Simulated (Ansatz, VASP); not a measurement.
## One calculation of SnSe4, two programs

```
Sn Se
1.0
     5.11815    0.00000    0.00000
     0.00000    5.11815    0.00000
     0.00000    0.00000    5.11815
Sn Se
1 4
Direct
  0.50000 0.50000 0.50000
  0.79441 0.79441 0.79441
  0.20559 0.20559 0.79441
  0.20559 0.79441 0.20559
  0.79441 0.20559 0.20559
```

Alike in both runs: functional PBE; k mesh 8 × 8 × 8; occupations gaussian, width 0.1 eV; no spin polarisation.

Ansatz relaxed the structure, and its values are those at the end. VASP's run is a single point on that final structure, the one shown.

```csv
,VASP,Ansatz
version,VASP 6.6.1,Ansatz 0.2.0
potentials or method,"VASP PAW PBE potentials, release 64 (Sn_d, Se), cutoff 520 eV","scalar-relativistic, plane waves, PAW"
valence electrons in the cell,38,78
```

```tsv
	VASP	Ansatz	Ansatz less VASP
gap on the k mesh at the Fermi level (eV)	none	none	-
pressure (GPa)	0.0	0.0	0.00
rms of the force components (eV/Å)	0.004	0.000	-0.0042
```

A gap of «none» marks a metal or a gap that the smearing closes. VASP's potentials hold 38 valence electrons a cell and Ansatz's 78, so a difference there can come from the potentials and not from the codes.
